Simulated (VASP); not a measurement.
# SnGe2 (Fm-3m) in VASP: further runs

The runs below take SnGe2 through single point, relaxation of cell and atoms, with LDA.

All numbers are computed with VASP 6.6.1; they aren't measurements. Logs are shortened: lines on timing, memory, paths and dates and some standing lists are left out, and cuts for length are marked.

### Step 1. The cell of the first run

It takes space group Fm-3m (No. 225, cubic). Conventional cell: a = 5.930 Å, b = 5.930 Å, c = 5.930 Å, α = 90.00°, β = 90.00°, γ = 90.00°. Sn (site symmetry m-3m) has 8 Ge at 2.57 Å within 3.4 Å. Ge (site symmetry -43m) has 4 Sn at 2.57 Å and 6 Ge at 2.96 Å within 3.4 Å.

### Step 2. Single point, LDA

File INCAR:

```
PREC = Accurate
ENCUT = 520
EDIFF = 1E-7
ISMEAR = -1
SIGMA = 0.15
LREAL = False
LASPH = True
NELM = 60
ALGO = Normal
ISIF = 2
LWAVE = False
LCHARG = False
GGA = CA
NBANDS = 28
```

File KPOINTS:

```
regular mesh
0
Gamma
  12 12 12
```

File POSCAR:

```
SnGe2
1.0
    0.0000000000      2.9648478420      2.9648478420
    2.9648478420      0.0000000000      2.9648478420
    2.9648478420      2.9648478420      0.0000000000
Sn Ge
1 2
Direct
    0.0000000000      0.0000000000      0.0000000000
    0.7500000000      0.7500000000      0.7500000000
    0.2500000000      0.2500000000      0.2500000000
```

Potentials or basis: VASP PAW LDA potentials, release 64 (Sn_d, Ge_d).

The run is started by

```console
$ cat potpaw_LDA.64/Sn_d/POTCAR potpaw_LDA.64/Ge_d/POTCAR > POTCAR
$ mpirun -np 1 vasp_std > vasp.out
```

OUTCAR:

```text
PREC = Accurate
   ENCUT = 520
   EDIFF = 1E-7
   ISMEAR = -1
   LREAL = False
   LASPH = True
   NELM = 60
   ISIF = 2
   GGA = CA

 ion  position               nearest neighbor table
   1  0.000  0.000  0.000-   2 2.57   2 2.57   2 2.57   3 2.57   3 2.57   3 2.57   3 2.57   2 2.57

   2  0.750  0.750  0.750-   1 2.57   1 2.57   1 2.57   1 2.57
   3  0.250  0.250  0.250-   1 2.57   1 2.57   1 2.57   1 2.57

  LATTYP: Found a face centered cubic cell.
 ALAT       =     5.9296956840

  Lattice vectors:

 A1 = (   0.0000000000,   2.9648478420,   2.9648478420)
 A2 = (   2.9648478420,   0.0000000000,   2.9648478420)
 A3 = (   2.9648478420,   2.9648478420,   0.0000000000)

Analysis of symmetry for initial positions (statically):
=====================================================================
 Subroutine PRICEL returns:
 Original cell was already a primitive cell.

 Routine SETGRP: Setting up the symmetry group for a
 face centered cubic supercell.

 Subroutine GETGRP returns: Found 48 space group operations
 (whereof 48 operations were pure point group operations)
 out of a pool of 48 trial point group operations.

The static configuration has the point symmetry O_h .

Analysis of symmetry for dynamics (positions and initial velocities):
=====================================================================
 Subroutine PRICEL returns:
 Original cell was already a primitive cell.

 Routine SETGRP: Setting up the symmetry group for a
 face centered cubic supercell.

 Subroutine GETGRP returns: Found 48 space group operations
 (whereof 48 operations were pure point group operations)
 out of a pool of 48 trial point group operations.

The dynamic configuration has the point symmetry O_h .

 Subroutine INISYM returns: Found 48 space group operations
 (whereof 48 operations are pure point group operations),
 and found     1 'primitive' translations

----------------------------------------------------------------------------------------

                                     Primitive cell

  volume of cell :      52.1239

  direct lattice vectors                    reciprocal lattice vectors
     0.000000000  2.964847842  2.964847842    -0.168642718  0.168642718  0.168642718
     2.964847842  0.000000000  2.964847842     0.168642718 -0.168642718  0.168642718
     2.964847842  2.964847842  0.000000000     0.168642718  0.168642718 -0.168642718

  length of vectors
     4.192928029  4.192928029  4.192928029     0.292097757  0.292097757  0.292097757

  position of ions in fractional coordinates (direct lattice)
     0.000000000  0.000000000  0.000000000
     0.750000000  0.750000000  0.750000000
     0.250000000  0.250000000  0.250000000

  ion indices of the primitive-cell ions
   primitive index   ion index
                 1           1
                 2           2
                 3           3

----------------------------------------------------------------------------------------

 KPOINTS: regular mesh

Automatic generation of k-mesh.
 Grid dimensions read from file:
 generate k-points for:   12   12   12

 Generating k-lattice:

  Cartesian coordinates                     Fractional coordinates (reciprocal lattice)
    -0.014053560  0.014053560  0.014053560     0.083333333  0.000000000  0.000000000
     0.014053560 -0.014053560  0.014053560     0.000000000  0.083333333  0.000000000
     0.014053560  0.014053560 -0.014053560     0.000000000  0.000000000  0.083333333

  Length of vectors
     0.024341480  0.024341480  0.024341480

  Shift w.r.t. Gamma in fractional coordinates (k-lattice)
     0.000000000  0.000000000  0.000000000

 Subroutine IBZKPT returns following result:
 ===========================================

 Found     72 irreducible k-points:

 Following reciprocal coordinates:
            Coordinates               Weight
  0.000000  0.000000  0.000000      1.000000
  0.083333  0.000000  0.000000      8.000000
  0.166667  0.000000  0.000000      8.000000
  0.250000  0.000000  0.000000      8.000000
  0.333333  0.000000  0.000000      8.000000
  0.416667  0.000000  0.000000      8.000000
[... 16 lines left out ...]
  0.500000  0.166667  0.000000     24.000000
 -0.416667  0.166667  0.000000     24.000000
 [... further k-points ...]
   k-points           NKPTS =     72   k-points in BZ     NKDIM =     72   number of bands    NBANDS=     28
   number of dos      NEDOS =    301   number of ions     NIONS =      3
   total plane-waves  NPLWV =  32768
   dimension x,y,z NGX =    32 NGY =   32 NGZ =   32
   dimension x,y,z NGXF=    64 NGYF=   64 NGZF=   64
   ions per type =               1   2
   NGX,Y,Z   is equivalent  to a cutoff of  12.69, 12.69, 12.69 a.u.
   NGXF,Y,Z  is equivalent  to a cutoff of  25.38, 25.38, 25.38 a.u.
 SYSTEM =  unknown system
   PREC   = accura    normal or accurate (medium, high low for compatibility)
   ISTART =      0    job   : 0-new  1-cont  2-samecut
   ICHARG =      2    charge: 1-file 2-atom 10-const
   ISPIN  =      1    spin polarized calculation?
   LNONCOLLINEAR =      F non collinear calculations
   LSORBIT =      F    spin-orbit coupling
   LASPH  =      T    aspherical Exc in radial PAW
   ENCUT  =  520.0 eV  38.22 Ry    6.18 a.u.   7.80  7.80  7.80*2*pi/ulx,y,z
   NELM   =     60;   NELMIN=  2; NELMDL= -5     # of ELM steps
   EDIFF  = 0.1E-06   stopping-criterion for ELM
   LREAL  =      F    real-space projection
   EDIFFG = 0.1E-05   stopping-criterion for IOM
   NSW    =      0    number of steps for IOM
   IBRION =     -1    ionic relax: 0-MD 1-quasi-New 2-CG
   NFREE  =      0    steps in history (QN), initial steepest desc. (CG)
   ISIF   =      2    stress and relaxation
   ISYM   =      2    0-nonsym 1-usesym 2-fastsym
   POTIM  = 0.5000    time-step for ionic-motion
   TEBEG  =    0.0;   TEEND  =   0.0 temperature during run
   PSTRESS=    0.0 pullay stress
   NELECT =      42.0000    total number of electrons
   NUPDOWN=      -1.0000    fix difference up-down
   EMIN   =  10.00;   EMAX   =-10.00  energy-range for DOS
   EFERMI =   0.00;   METHOD = LEGACY
   ISMEAR =    -1;   SIGMA  =   0.15  broadening in eV -4-tet -1-fermi 0-gaus
   EFERMI_NEDOS =   21; number of points for ismear=-14 and -15
   IALGO  =     38    algorithm
   IMIX   =      4    mixing-type and parameters
     AMIX     =   0.40;   BMIX     =  1.00
     AMIX_MAG =   1.60;   BMIX_MAG =  1.00
  volume/ion in A,a.u.               =      17.37       117.25
  Fermi-wavevector in a.u.,A,eV,Ry     =   1.523394  2.878797 31.575431  2.320729
  Thomas-Fermi vector in A             =   2.631843
   LORBIT       =      0    0 simple, 1 ext, 2 COOP (PROOUT), +10 PAW based schemes
   GGA     = CA    functional components
   LHFCALC =     F    Hartree Fock is set to
   AEXX    =    0.0000 exact exchange contribution
   IVDW    =     0    specifies the selected vdW correction
   LEPSILON=     F    determine dielectric tensor
   LRPA    =     F    only Hartree local field effects (RPA)
 non-spin polarized calculation
  energy-cutoff  :      520.00
  volume of cell :       52.12
 maximum number of plane-waves:      1424
   NGX = 15   NGY = 15   NGZ = 15

 number of electron      42.0000011 magnetization

 Free energy of the ion-electron system (eV)
  ---------------------------------------------------
  ext. energy  EPLUGINS =         0.00000000
  ---------------------------------------------------
  free energy    TOTEN  =       -11.90743654 eV

  energy without entropy =      -11.81099541  energy(sigma->0) =      -11.85921597

 E-fermi :  10.0627     XC(G=0): -12.1011

 val. band max:       10.0332116703   @ k =   0.3333   0.1667   0.0833
 cond. band min:      10.0855901086   @ k =   0.5000   0.3333   0.0833
 fundamental gap:      0.0523784383
 Fermi energy:        10.0626909288

 k-point     1 :       0.0000    0.0000    0.0000
  band No.  band energies     occupation
      1     -15.2044      2.00000
      2     -15.2044      2.00000
      3     -15.1655      2.00000
      4     -15.1655      2.00000
      5     -15.1655      2.00000
      6     -15.1046      2.00000
[... 20 lines left out ...]
     27      13.2551      0.00000
     28      16.1391      0.00000

 k-point     2 :       0.0833    0.0000    0.0000
  band No.  band energies     occupation
      1     -15.2009      2.00000
      2     -15.2009      2.00000
      3     -15.1670      2.00000
      4     -15.1648      2.00000
      5     -15.1648      2.00000
      6     -15.1056      2.00000
[... 20 lines left out ...]
     27      13.1498      0.00000
     28      16.6430      0.00000

 k-point     3 :       0.1667    0.0000    0.0000
  band No.  band energies     occupation
      1     -15.1908      2.00000
      2     -15.1908      2.00000
      3     -15.1692      2.00000
      4     -15.1626      2.00000
      5     -15.1626      2.00000
      6     -15.1086      2.00000
[... 20 lines left out ...]
     27      13.9224      0.00000
     28      17.8193      0.00000

 k-point     4 :       0.2500    0.0000    0.0000
  band No.  band energies     occupation
      1     -15.1751      2.00000
      2     -15.1751      2.00000
      3     -15.1687      2.00000
      4     -15.1591      2.00000
      5     -15.1591      2.00000
      6     -15.1132      2.00000
[... 20 lines left out ...]
     27      16.1560      0.00000
     28      19.3248      0.00000

 k-point     5 :       0.3333    0.0000    0.0000
  band No.  band energies     occupation
      1     -15.1637      2.00000
      2     -15.1563      2.00000
      3     -15.1563      2.00000
      4     -15.1537      2.00000
      5     -15.1537      2.00000
      6     -15.1188      2.00000
[... 20 lines left out ...]
     27      18.5284      0.00000
     28      20.0797      0.00000

 k-point     6 :       0.4167    0.0000    0.0000
  band No.  band energies     occupation
      1     -15.1556      2.00000
      2     -15.1506      2.00000
      3     -15.1506      2.00000
      4     -15.1330      2.00000
      5     -15.1330      2.00000
      6     -15.1239      2.00000
[... 463 lines left out ...]
      5     -15.1411      2.00000
      6     -15.1199      2.00000
[... 20 lines left out ...]
     27      16.8101      0.00000
     28      18.5324      0.00000

 k-point    22 :       0.4167    0.1667    0.0000
  band No.  band energies     occupation
      1     -15.1692      2.00000
      2     -15.1685      2.00000
      3     -15.1520      2.00000
      4     -15.1449      2.00000
      5     -15.1307      2.00000
      6     -15.1205      2.00000
[... 20 lines left out ...]
     27      18.5090      0.00000
     28      18.9243      0.00000

 k-point    23 :       0.5000    0.1667    0.0000
  band No.  band energies     occupation
      1     -15.1607      2.00000
      2     -15.1551      2.00000
      3     -15.1445      2.00000
      4     -15.1426      2.00000
      5     -15.1347      2.00000
      6     -15.1246      2.00000
[... 20 lines left out ...]
     27      17.7672      0.00000
     28      19.2578      0.00000

 k-point    24 :      -0.4167    0.1667    0.0000
  band No.  band energies     occupation
      1     -15.1566      2.00000
      2     -15.1501      2.00000
      3     -15.1470      2.00000
      4     -15.1399      2.00000
      5     -15.1344      2.00000
      6     -15.1278      2.00000
[... 20 lines left out ...]
     27      18.8614      0.00000
     28      20.1967      0.00000

 [... further k-points ...]

------------------------ aborting loop because EDIFF is reached ----------------------------------------

  FORCE on cell =-STRESS in cart. coord.  units (eV):
  Direction    XX          YY          ZZ          XY          YZ          ZX
  --------------------------------------------------------------------------------------
  -------------------------------------------------------------------------------------
  Total       13.1450468     13.1450468     13.1450468      0.0000000      0.0000000      0.0000000
  in kB      404.0503567    404.0503567    404.0503567      0.0000000      0.0000000      0.0000000
  external PRESSURE =     404.0503567 kB  Pullay stress =       0.0000000 kB

 VOLUME and BASIS-vectors are now :
 -----------------------------------------------------------------------------
  energy-cutoff  :      520.00
  volume of cell :       52.12
      direct lattice vectors                 reciprocal lattice vectors
     0.000000000  2.964847842  2.964847842    -0.168642718  0.168642718  0.168642718
     2.964847842  0.000000000  2.964847842     0.168642718 -0.168642718  0.168642718
     2.964847842  2.964847842  0.000000000     0.168642718  0.168642718 -0.168642718

 POSITION                                       TOTAL-FORCE (eV/Angst)
 -----------------------------------------------------------------------------------
      0.00000      0.00000      0.00000        -0.000000     -0.000000      0.000000
      4.44727      4.44727      4.44727         0.000000      0.000000      0.000000
      1.48242      1.48242      1.48242        -0.000000     -0.000000     -0.000000
 -----------------------------------------------------------------------------------
    total drift:                                0.000000     -0.000000      0.000000

  FREE ENERGIE OF THE ION-ELECTRON SYSTEM (eV)
  ---------------------------------------------------
  free  energy   TOTEN  =       -11.9074365369 eV

  energy  without entropy=      -11.8109954083  energy(sigma->0) =      -11.85921597
```

Wall time 28 s (1 thread of Intel Xeon 6975P-C (Granite Rapids), shared host); peak memory 0.21 GiB.

Results:

| Property | Result |
| --- | --- |
| Free energy | -11.9074 eV |
| Pressure | 40.4 GPa |
| Band gap on the k mesh | zero (band 21 reaches 11.20 eV, above the bottom of band 22 at 8.92 eV) |

Levels at points of the mesh, in eV from the Fermi level:
| k point | band 19 | band 20 | band 21 | band 22 | band 23 | band 24 |
| --- | --- | --- | --- | --- | --- | --- |
| (0.00, 0.00, 0.00) | -1.97 | -1.97 | -1.13 | -1.13 | -1.13 | 0.69 |
| (0.50, 0.00, 0.00) | -3.62 | -3.62 | -1.07 | -1.07 | -0.64 | 6.23 |
| (0.50, 0.50, 0.00) | -6.02 | -6.02 | -1.49 | 4.77 | 4.77 | 6.22 |

Caveat: spin-orbit coupling is left out, which moves the levels of the heavy elements.

(Continued in part 2 of 2.)
